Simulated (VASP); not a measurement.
# AlN (P6_3mc) in VASP: further runs

The runs below take AlN through vibrations by perturbation theory, with PBE.

All numbers are computed with VASP 6.6.1; they aren't measurements. Logs are shortened: lines on timing, memory, paths and dates and some standing lists are left out, and cuts for length are marked.

### 1 The cell of the first run

Symmetry: P6_3mc, No. 186, hexagonal system. The conventional cell has a = 3.130 Å, b = 3.130 Å, c = 5.018 Å, α = 90.00°, β = 90.00°, γ = 120.00°. Within 2.5 Å of Al (site symmetry 3m) lie 4 N at 1.90 to 1.91 Å. Within 2.5 Å of N (site symmetry 3m) lie 4 Al at 1.90 to 1.91 Å.

### 2 Vibrations by perturbation theory, PBE

Contents of INCAR:

```
  PREC = Accurate
  ENCUT = 520
  EDIFF = 1E-8
  ISMEAR = 0
  SIGMA = 0.01
  LREAL = F
  LASPH = T
  NELM = 100
  ALGO = Normal
  ISIF = 2
  LWAVE = F
  LCHARG = F
  GGA = PE
  IBRION = 8
  NSW = 1
  LEPSILON = T
```

Contents of KPOINTS:

```
Automatic mesh
0
Gamma
  12 12 6
```

Contents of POSCAR:

```
AlN
1.0
    3.1302084199      0.0000000000      0.0000000000
   -1.5651042100      2.7108400108      0.0000000000
    0.0000000000      0.0000000000      5.0180433219
Al N
2 2
Direct
    0.6666666667      0.3333333333      0.4992342259
    0.3333333333      0.6666666667      0.9992342259
    0.6666666667      0.3333333333      0.8807657741
    0.3333333333      0.6666666667      0.3807657741
```

Potentials or basis: VASP PAW PBE potentials, release 64 (Al, N).

On the command line:

```
$ cat potpaw_PBE.64/Al/POTCAR potpaw_PBE.64/N/POTCAR > POTCAR
$ mpirun -np 1 vasp_std > vasp.out
```

OUTCAR:

```text
PREC = Accurate
   ENCUT = 520
   EDIFF = 1E-8
   ISMEAR = 0
   LREAL = F
   LASPH = T
   NELM = 100
   ISIF = 2
   GGA = PE
   IBRION = 8
   NSW = 1
   LEPSILON = T

 ion  position               nearest neighbor table
   1  0.667  0.333  0.499-   4 1.90   4 1.90   4 1.90   3 1.91   2 3.09   2 3.09   2 3.09   2 3.09
                             2 3.09   2 3.09
   2  0.333  0.667  0.999-   3 1.90   3 1.90   3 1.90   4 1.91   1 3.09   1 3.09   1 3.09   1 3.09
                             1 3.09   1 3.09
   3  0.667  0.333  0.881-   2 1.90   2 1.90   2 1.90   1 1.91
   4  0.333  0.667  0.381-   1 1.90   1 1.90   1 1.90   2 1.91

  LATTYP: Found a hexagonal cell.
 ALAT       =     3.1302084199
 C/A-ratio  =     1.6031019820

  Lattice vectors:

 A1 = (   3.1302084199,   0.0000000000,   0.0000000000)
 A2 = (  -1.5651042100,   2.7108400108,   0.0000000000)
 A3 = (   0.0000000000,   0.0000000000,   5.0180433219)

Analysis of symmetry for initial positions (statically):
=====================================================================
 Subroutine PRICEL returns:
 Original cell was already a primitive cell.

 Routine SETGRP: Setting up the symmetry group for a
 hexagonal supercell.

 Subroutine GETGRP returns: Found 12 space group operations
 (whereof  6 operations were pure point group operations)
 out of a pool of 24 trial point group operations.

The static configuration has the point symmetry C_3v.
 The point group associated with its full space group is C_6v.

Analysis of symmetry for dynamics (positions and initial velocities):
=====================================================================
 Subroutine PRICEL returns:
 Original cell was already a primitive cell.

 Routine SETGRP: Setting up the symmetry group for a
 hexagonal supercell.

 Subroutine GETGRP returns: Found 12 space group operations
 (whereof  6 operations were pure point group operations)
 out of a pool of 24 trial point group operations.

The dynamic configuration has the point symmetry C_3v.
 The point group associated with its full space group is C_6v.

 Subroutine INISYM returns: Found 12 space group operations
 (whereof  6 operations are pure point group operations),
 and found     1 'primitive' translations

----------------------------------------------------------------------------------------

                                     Primitive cell

  volume of cell :      42.5806

  direct lattice vectors                    reciprocal lattice vectors
     3.130208420  0.000000000  0.000000000     0.319467545  0.184444673  0.000000000
    -1.565104210  2.710840011  0.000000000     0.000000000  0.368889346  0.000000000
     0.000000000  0.000000000  5.018043322     0.000000000  0.000000000  0.199280862

  length of vectors
     3.130208420  3.130208420  5.018043322     0.368889346  0.368889346  0.199280862

  position of ions in fractional coordinates (direct lattice)
     0.666666667  0.333333333  0.499234226
     0.333333333  0.666666667  0.999234226
     0.666666667  0.333333333  0.880765774
     0.333333333  0.666666667  0.380765774

[... 554 lines left out ...]
     0.26988 -0.00000 -0.00000
    -0.00000  0.26988  0.00000
     0.00000  0.00000 -0.42208

[... ionic steps 4 to 9 ...]

--------------------------------------- Ionic step       10  -------------------------------------------

------------------------ aborting loop because EDIFF is reached ----------------------------------------

[... ionic steps 11 to 11 ...]

--------------------------------------- Ionic step       12  -------------------------------------------

 Free energy of the ion-electron system (eV)
  ---------------------------------------------------
  ---------------------------------------------------
  free energy    TOTEN  =        -0.25352066 eV

  energy without entropy =       -0.25352066

------------------------ aborting loop because EDIFF is reached ----------------------------------------

 INTERNAL STRAIN TENSOR  FOR ION    3  DIRECTION 3   (eV/Angst):
 -----------------------------------------------------------------------------
     5.02929 -0.00000  0.00000
    -0.00000  5.02929 -0.00000
     0.00000  0.00000-11.13378

 MACROSCOPIC STATIC DIELECTRIC TENSOR (including local field effects in DFT)
 ------------------------------------------------------
           4.471098    -0.000000     0.000000
          -0.000000     4.471098     0.000000
           0.000000    -0.000000     4.693605
 ------------------------------------------------------

 PIEZOELECTRIC TENSOR (including local field effects)  for field in x, y, z        (e  Angst)
          XX          YY          ZZ          XY          YZ          ZX
  --------------------------------------------------------------------------------
  x     0.00000    -0.00000     0.00000     0.00000    -0.00000     0.90451
  y    -0.00000    -0.00000    -0.00000     0.00000     0.90451    -0.00000
  z     0.71726     0.71726    -1.12174    -0.00000     0.00000     0.00000

 PIEZOELECTRIC TENSOR (including local field effects)  for field in x, y, z        (C/m^2)
          XX          YY          ZZ          XY          YZ          ZX
  --------------------------------------------------------------------------------
  x     0.00000    -0.00000     0.00000     0.00000    -0.00000     0.34034
  y    -0.00000    -0.00000    -0.00000     0.00000     0.34034    -0.00000
  z     0.26988     0.26988    -0.42208    -0.00000     0.00000     0.00000

 BORN EFFECTIVE CHARGES (including local field effects) (in |e|, cummulative output)
 ---------------------------------------------------------------------------------
 ion    1
    1     2.51608    -0.00000    -0.00000
    2    -0.00000     2.51608     0.00000
    3     0.00000     0.00000     2.67606
 ion    2
    1     2.51608    -0.00000     0.00000
    2    -0.00000     2.51608     0.00000
    3     0.00000    -0.00000     2.67606
 ion    3
    1    -2.51608     0.00000     0.00000
    2     0.00000    -2.51608    -0.00000
    3    -0.00000     0.00000    -2.67606
 ion    4
    1    -2.51608     0.00000    -0.00000
    2     0.00000    -2.51608     0.00000
    3     0.00000     0.00000    -2.67606

 INTERNAL STRAIN TENSOR FOR ION    4 for displacements in x,y,z  (eV/Angst):
          X           Y           Z          XY          YZ          ZX
  --------------------------------------------------------------------------------
  x     0.00000    -0.00000     0.00000    -9.75813    -0.00000     4.77671
  y    -9.75813     9.75813     0.00000    -0.00000     4.89120    -0.00000
  z     5.02929     5.02929   -11.13378    -0.00000     0.00000    -0.00000

 SECOND DERIVATIVES (NOT SYMMETRIZED)
 ------------------------------------
               1X          1Y          1Z          2X          2Y          2Z          3X          3Y          3Z          4X          4Y          4Z
  1X   -14.912551    0.000000   -0.000000    0.642917   -0.000000   -0.000000    1.490454   -0.000000   -0.000000   12.779180   -0.000000    0.000000
  1Y     0.000000  -14.912551   -0.000000   -0.000000    0.642917    0.000000   -0.000000    1.490454    0.000000   -0.000000   12.779180    0.000000
  1Z    -0.000000    0.000000  -20.214182    0.000000    0.000000    8.230620    0.000000   -0.000000    5.911201    0.000000    0.000000    6.072362
  2X     0.642917   -0.000000    0.000000  -14.912551    0.000000    0.000000   12.779180   -0.000000   -0.000000    1.490454   -0.000000    0.000000
  2Y    -0.000000    0.642917   -0.000000    0.000000  -14.912551    0.000000   -0.000000   12.779180    0.000000   -0.000000    1.490454   -0.000000
  2Z    -0.000000   -0.000000    8.230620    0.000000    0.000000  -20.214182   -0.000000   -0.000000    6.072362    0.000000    0.000000    5.911201
  3X     1.490082   -0.000000    0.000000   12.779266   -0.000000   -0.000000  -14.969588    0.000000    0.000000    0.700241   -0.000000    0.000000
  3Y    -0.000000    1.490082   -0.000000   -0.000000   12.779266    0.000000    0.000000  -14.969588    0.000000   -0.000000    0.700241    0.000000
  3Z    -0.000000    0.000000    5.882557    0.000000    0.000000    6.094639   -0.000000    0.000000  -18.851849    0.000000    0.000000    6.874653
  4X    12.779266   -0.000000    0.000000    1.490082   -0.000000   -0.000000    0.700241   -0.000000   -0.000000  -14.969588    0.000000    0.000000
  4Y    -0.000000   12.779266   -0.000000   -0.000000    1.490082    0.000000   -0.000000    0.700241    0.000000    0.000000  -14.969588   -0.000000
  4Z    -0.000000    0.000000    6.094639    0.000000    0.000000    5.882557   -0.000000    0.000000    6.874653    0.000000    0.000000  -18.851849

 Eigenvectors and eigenvalues of the dynamical matrix
 ----------------------------------------------------

   1 f  =   21.192172 THz   133.154345 2PiTHz  706.894773 cm-1    87.643742 meV
             X         Y         Z           dx          dy          dz
      1.565104  0.903613  2.505179    -0.000000   -0.000000   -0.008667
     -0.000000  1.807227  5.014201    -0.000000   -0.000000    0.008667
      1.565104  0.903613  4.419721     0.000000    0.000000   -0.707054
     -0.000000  1.807227  1.910699     0.000000    0.000000    0.707054
[... 71 lines left out ...]
  12 f/i=    0.002246 THz     0.014111 2PiTHz    0.074914 cm-1     0.009288 meV
             X         Y         Z           dx          dy          dz
      1.565104  0.903613  2.505179    -0.000000    0.000000    0.573691
     -0.000000  1.807227  5.014201    -0.000000    0.000000    0.573691
      1.565104  0.903613  4.419721    -0.000000    0.000000    0.413375
     -0.000000  1.807227  1.910699    -0.000000    0.000000    0.413375

--------------------------------------------------------------------------------------------------------

 MACROSCOPIC STATIC DIELECTRIC TENSOR IONIC CONTRIBUTION
 ------------------------------------------------------
           3.770722    -0.000000    -0.000000
          -0.000000     3.770722    -0.000000
          -0.000000    -0.000000     5.080485
 ------------------------------------------------------

 ELASTIC MODULI CONTR FROM IONIC RELAXATION (kBar)
 Direction    XX          YY          ZZ          XY          YZ          ZX
 --------------------------------------------------------------------------------
 XX        -621.3972    302.7121    352.7209      0.0000      0.0000     -0.0000
 YY         302.7121   -621.3972    352.7209      0.0000     -0.0000      0.0000
 ZZ         352.7209    352.7209   -780.7835     -0.0000     -0.0000     -0.0000
 XY           0.0000      0.0000     -0.0000   -462.0547     -0.0000      0.0000
 YZ           0.0000     -0.0000     -0.0000     -0.0000   -113.7547      0.0000
 ZX          -0.0000      0.0000     -0.0000     -0.0000      0.0000   -118.6598
 --------------------------------------------------------------------------------

 PIEZOELECTRIC TENSOR IONIC CONTR  for field in x, y, z        (C/m^2)
          XX          YY          ZZ          XY          YZ          ZX
  --------------------------------------------------------------------------------
  x    -0.00000     0.00000    -0.00000     0.00000     0.00000    -0.62941
  y     0.00000    -0.00000    -0.00000    -0.00000    -0.61627     0.00000
  z    -0.84662    -0.84662     1.87409     0.00000     0.00000     0.00000
```

Run time: 30 min. Hardware: 1 thread of AMD EPYC 7R13, shared host; peak memory 0.55 GiB.

What came out:

* Electronic dielectric tensor (diagonal): 4.47, 4.47, 4.69
* Born charges (mean of the diagonal): Al +2.57; N -2.57 e
* Highest phonon frequency at Γ, LO-TO splitting left out: 707 cm⁻¹

Phonon frequencies in cm⁻¹ (negative: imaginary):
```
              q point                                frequencies
(0.000, 0.000, 0.000)  0 0 0 237 237 535 594 636 636 649 649 707
```

Electronic dielectric tensor:
```
4.47 0.00 0.00
0.00 4.47 0.00
0.00 0.00 4.69
```

Born effective charge tensors (e):
atom 1, Al
```
2.52 0.00 0.00
0.00 2.52 0.00
0.00 0.00 2.68
```
atom 2, Al
```
2.52 0.00 0.00
0.00 2.52 0.00
0.00 0.00 2.68
```
atom 3, N
```
-2.52  0.00  0.00
 0.00 -2.52  0.00
 0.00  0.00 -2.68
```
atom 4, N
```
-2.52  0.00  0.00
 0.00 -2.52  0.00
 0.00  0.00 -2.68
```

### 3 Vibrations by perturbation theory, PBE

INCAR is that of step 2.

KPOINTS is that of step 2.

POSCAR is that of step 2.

Potentials or basis: VASP PAW PBE potentials, release 64 (Al, N).

On the command line:

```
$ cat potpaw_PBE.64/Al/POTCAR potpaw_PBE.64/N/POTCAR > POTCAR
$ mpirun -np 1 vasp_std > vasp.out
```

OUTCAR:

```text
PREC = Accurate
   ENCUT = 520
   EDIFF = 1E-8
   ISMEAR = 0
   LREAL = F
   LASPH = T
   NELM = 100
   ISIF = 2
   GGA = PE
   IBRION = 8
   NSW = 1
   LEPSILON = T

 ion  position               nearest neighbor table
   1  0.667  0.333  0.499-   4 1.90   4 1.90   4 1.90   3 1.91   2 3.09   2 3.09   2 3.09   2 3.09
                             2 3.09   2 3.09
   2  0.333  0.667  0.999-   3 1.90   3 1.90   3 1.90   4 1.91   1 3.09   1 3.09   1 3.09   1 3.09
                             1 3.09   1 3.09
   3  0.667  0.333  0.881-   2 1.90   2 1.90   2 1.90   1 1.91
   4  0.333  0.667  0.381-   1 1.90   1 1.90   1 1.90   2 1.91

  LATTYP: Found a hexagonal cell.
 ALAT       =     3.1302084199
 C/A-ratio  =     1.6031019820

  Lattice vectors:

[... 699 lines left out ...]
  3Z     0.000000    0.000000    5.882544    0.000000    0.000000    6.094651   -0.000000    0.000000  -18.851950   -0.000000    0.000000    6.874755
  4X    12.779253   -0.000000   -0.000000    1.490070   -0.000000    0.000000    0.700252   -0.000000   -0.000000  -14.969575    0.000000    0.000000
  4Y    -0.000000   12.779253   -0.000000   -0.000000    1.490070    0.000000   -0.000000    0.700252   -0.000000    0.000000  -14.969575    0.000000
  4Z    -0.000000    0.000000    6.094651   -0.000000   -0.000000    5.882544    0.000000   -0.000000    6.874755    0.000000    0.000000  -18.851950

 Eigenvectors and eigenvalues of the dynamical matrix
 ----------------------------------------------------

   1 f  =   21.192259 THz   133.154888 2PiTHz  706.897655 cm-1    87.644100 meV
             X         Y         Z           dx          dy          dz
      1.565104  0.903613  2.505179    -0.000000    0.000000   -0.008684
     -0.000000  1.807227  5.014201    -0.000000    0.000000    0.008684
      1.565104  0.903613  4.419721     0.000000   -0.000000   -0.707053
     -0.000000  1.807227  1.910699     0.000000   -0.000000    0.707053
[... 71 lines left out ...]
  12 f/i=    0.002247 THz     0.014115 2PiTHz    0.074936 cm-1     0.009291 meV
             X         Y         Z           dx          dy          dz
      1.565104  0.903613  2.505179    -0.000000   -0.000000    0.573691
     -0.000000  1.807227  5.014201    -0.000000   -0.000000    0.573691
      1.565104  0.903613  4.419721    -0.000000   -0.000000    0.413375
     -0.000000  1.807227  1.910699    -0.000000   -0.000000    0.413375

--------------------------------------------------------------------------------------------------------

 MACROSCOPIC STATIC DIELECTRIC TENSOR IONIC CONTRIBUTION
 ------------------------------------------------------
           3.770728    -0.000000    -0.000000
          -0.000000     3.770728    -0.000000
          -0.000000    -0.000000     5.080485
 ------------------------------------------------------

 ELASTIC MODULI CONTR FROM IONIC RELAXATION (kBar)
 Direction    XX          YY          ZZ          XY          YZ          ZX
 --------------------------------------------------------------------------------
 XX        -621.3984    302.7105    352.7253      0.0000     -0.0000      0.0000
 YY         302.7105   -621.3984    352.7253      0.0000      0.0000     -0.0000
 ZZ         352.7253    352.7253   -780.7963     -0.0000     -0.0000     -0.0000
 XY           0.0000      0.0000     -0.0000   -462.0545      0.0000     -0.0000
 YZ          -0.0000      0.0000     -0.0000      0.0000   -113.7463      0.0000
 ZX           0.0000     -0.0000     -0.0000      0.0000      0.0000   -118.6510
 --------------------------------------------------------------------------------

 PIEZOELECTRIC TENSOR IONIC CONTR  for field in x, y, z        (C/m^2)
          XX          YY          ZZ          XY          YZ          ZX
  --------------------------------------------------------------------------------
  x     0.00000    -0.00000    -0.00000    -0.00000     0.00000    -0.62939
  y     0.00000    -0.00000    -0.00000     0.00000    -0.61625     0.00000
  z    -0.84663    -0.84663     1.87410     0.00000     0.00000     0.00000
```

OSZICAR:

```text
N       E                     dE             d eps       ncg     rms          rms(c)
DAV:   1     0.530908904317E+02    0.53091E+02   -0.76464E+03  1824   0.119E+03
DAV:   2    -0.302494656481E+02   -0.83340E+02   -0.77252E+02  2700   0.223E+02
DAV:   3    -0.344200495692E+02   -0.41706E+01   -0.41538E+01  2380   0.545E+01
DAV:   4    -0.344562471101E+02   -0.36198E-01   -0.36188E-01  2120   0.589E+00
[... 186 lines left out ...]
RMM:   9    -0.253520455522E+00    0.53566E-06    0.10847E-07  4263   0.398E-04    0.238E-05
RMM:  10    -0.253520597066E+00   -0.14154E-06   -0.14826E-08  4445   0.612E-05    0.122E-05
RMM:  11    -0.253520672353E+00   -0.75287E-07   -0.13777E-08  4390   0.254E-05    0.527E-06
RMM:  12    -0.253520661727E+00    0.10626E-07   -0.68684E-09  4356   0.121E-05    0.965E-07
RMM:  13    -0.253520664352E+00   -0.26246E-08   -0.85324E-09  3722   0.304E-06    0.517E-07
 Linear response finished
```

stdout:

```text
POSCAR found type information on POSCAR AlN
 POSCAR found :  2 types and       4 ions
 scaLAPACK will be used
 LDA part: xc-table for (Slater+PW92), standard interpolation
 POSCAR, INCAR and KPOINTS ok, starting setup
 FFT: planning ... GRIDC
 FFT: planning ... GRID_SOFT
 FFT: planning ... GRID
 WAVECAR not read
[... 32 lines left out ...]
 first order change of Fermi-energy   0.12545E+00
 force on displaced ion       1 direction 3 :   0.000   0.000 -20.214
 Born effective charge ion    1 direction 3 :  -0.000  -0.000   2.676
 Linear response progress:
 first order change of Fermi-energy   0.15276E+00
 force on displaced ion       3 direction 1 : -14.970   0.000  -0.000
 Born effective charge ion    3 direction 1 :  -2.516  -0.000  -0.000
 Linear response progress:
 first order change of Fermi-energy  -0.12551E+00
 force on displaced ion       3 direction 3 :  -0.000   0.000 -18.852
 Born effective charge ion    3 direction 3 :  -0.000   0.000  -2.676
 Born effective charges drift removed
 Linear response finished
```

Wall time 11 min (1 thread of Intel Xeon Platinum 8488C (Sapphire Rapids), shared host); peak memory 0.57 GiB.

Results:

```yaml
Electronic_dielectric_tensor_diagonal: 4.47, 4.47, 4.69
Born_charges_mean_of_the_diagonal: Al +2.57; N -2.57 e
Highest_phonon_frequency_at_Γ_LO-TO_splitting_left_out: 707 cm⁻¹
```

Phonon frequencies in cm⁻¹ (negative: imaginary):
| q point | frequencies |
| --- | --- |
| (0.000, 0.000, 0.000) | 0 0 0 237 237 535 594 636 636 649 649 707 |

Electronic dielectric tensor:
```
4.47 0.00 0.00
0.00 4.47 0.00
0.00 0.00 4.69
```

Born effective charge tensors (e):
atom 1, Al
```
2.52 0.00 0.00
0.00 2.52 0.00
0.00 0.00 2.68
```
atom 2, Al
```
2.52 0.00 0.00
0.00 2.52 0.00
0.00 0.00 2.68
```
atom 3, N
```
-2.52  0.00  0.00
 0.00 -2.52  0.00
 0.00  0.00 -2.68
```
atom 4, N
```
-2.52  0.00  0.00
 0.00 -2.52  0.00
 0.00  0.00 -2.68
```
